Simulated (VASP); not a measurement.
ZnSe (Stilleite), 2 atoms in the cell. It takes space group F-43m (No. 216, cubic). Conventional cell: a = 5.668 Å, b = 5.668 Å, c = 5.668 Å, α = 90.00°, β = 90.00°, γ = 90.00°. Within 3.2 Å of Zn (site symmetry -43m) lie 4 Se at 2.45 Å. Within 3.2 Å of Se (site symmetry -43m) lie 4 Zn at 2.45 Å. 

```yaml
Program: VASP 6.6.1
Task: relaxation of cell and atoms
Functional: revPBE
Dispersion: D3(BJ)
Potentials_or_basis: VASP PAW PBE potentials, release 64 (Zn, Se)
Cutoff: 500 eV
k_mesh: 6 × 6 × 6
Occupations: gaussian, width 0.01 eV
Spin: no spin polarisation
Dipole_correction: no
Further_INCAR_settings: ALGO = Normal; EDIFF = 1e-07; IBRION = 2; EDIFFG = -0.01; NSW = 80; ISIF = 3
```

Potentials or basis: VASP PAW PBE potentials, release 64 (Zn, Se).

The run is started by

```bash
$ cat potpaw_PBE.64/Zn/POTCAR potpaw_PBE.64/Se/POTCAR > POTCAR
$ mpirun -np 1 vasp_std > vasp.out
```

Hardware: 1 thread of Intel Xeon 8259CL, on a shared host.

**Question.** Estimate the wall time of this run.

**Answer.** It took 53 s on 1 thread of Intel Xeon 8259CL (shared host), peak memory 0.18 GiB. Counts: scf iterations 32, k points 16, ion steps 3.
